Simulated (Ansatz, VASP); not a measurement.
# BeTlMo: VASP beside Ansatz

File INCAR:

```
SYSTEM = BeTlMo
  PREC = Accurate
  ENCUT = 600
  EDIFF = 1E-6
  ISMEAR = 0
  SIGMA = 0.1
  LREAL = .FALSE.
  LASPH = .TRUE.
  NELM = 80
  ALGO = Normal
  ISIF = 3
  LWAVE = .FALSE.
  LCHARG = .FALSE.
  GGA = PE
  IBRION = 2
  NSW = 90
  EDIFFG = -0.04
```

KPOINTS

```
regular mesh
0
G
  6 6 4
  0 0 0
```

Contents of POSCAR:

```
BeTlMo
1.0
    4.5010385612      0.0000000000      0.0000000000
   -2.2505192807      3.8980137375      0.0000000000
    0.0000000000      0.0000000000      5.6592945940
Be Tl Mo
2 2 2
Direct
    0.0000000000      0.0000000000      0.0000000000
    0.0000000000      0.0000000000      0.5000000000
    0.3333333333      0.6666666667      0.2500000000
    0.6666666667      0.3333333333      0.7500000000
    0.3333333333      0.6666666667      0.7500000000
    0.6666666667      0.3333333333      0.2500000000
```

Input for Ansatz:

```yaml
crystal:
  lattice:
    - [4.5010385612, 0.0, 0.0]
    - [-2.2505192807, 3.8980137375, 0.0]
    - [0.0, 0.0, 5.659294594]
  atoms:
    - { symbol: Be, position: [0.0, 0.0, 0.0] }
    - { symbol: Be, position: [0.0, 0.0, 0.5] }
    - { symbol: Tl, position: [0.3333333333, 0.6666666667, 0.25] }
    - { symbol: Tl, position: [0.6666666667, 0.3333333333, 0.75] }
    - { symbol: Mo, position: [0.3333333333, 0.6666666667, 0.75] }
    - { symbol: Mo, position: [0.6666666667, 0.3333333333, 0.25] }
basis:
  ecutwfc: 420
kpoints:
  mp_grid: { grid: [6, 6, 4] }
hamiltonian:
  xc: pbe
scf:
  occupations: { method: gaussian, width: 0.1 }
  lower_state_search: "off"
output:
  forces: true
  stress: true
  eigenvalues: true
relax:
  adjacent_minimum: "off"
  f_tol: 0.04
  max_steps: 70
  cell: { stress_tol: 0.4 }
```

Alike in both runs: task relaxation of cell and atoms; functional PBE; k mesh 6 × 6 × 4; occupations gaussian, width 0.1 eV; no spin polarisation.

|  | VASP | Ansatz |
| --- | --- | --- |
| version | VASP 6.6.1 | Ansatz 0.2.0 |
| potentials or method | VASP PAW PBE potentials, release 64 (Be, Tl_d, Mo_sv), cutoff 600 eV | scalar-relativistic, plane waves, PAW |
| valence electrons in the cell | 58 | 58 |

```csv
,VASP,Ansatz,Ansatz less VASP
"gap on the k mesh at the Fermi level, each at its own relaxed structure (eV)",none,none,-
relaxed volume (Å³/atom),17.46,17.46,-0.002
relaxed cell length with the largest relative difference (Å),5.468,5.468,-0.0006
```

A gap of «none» marks a metal or a gap that the smearing closes.

Spin-orbit coupling is off throughout.
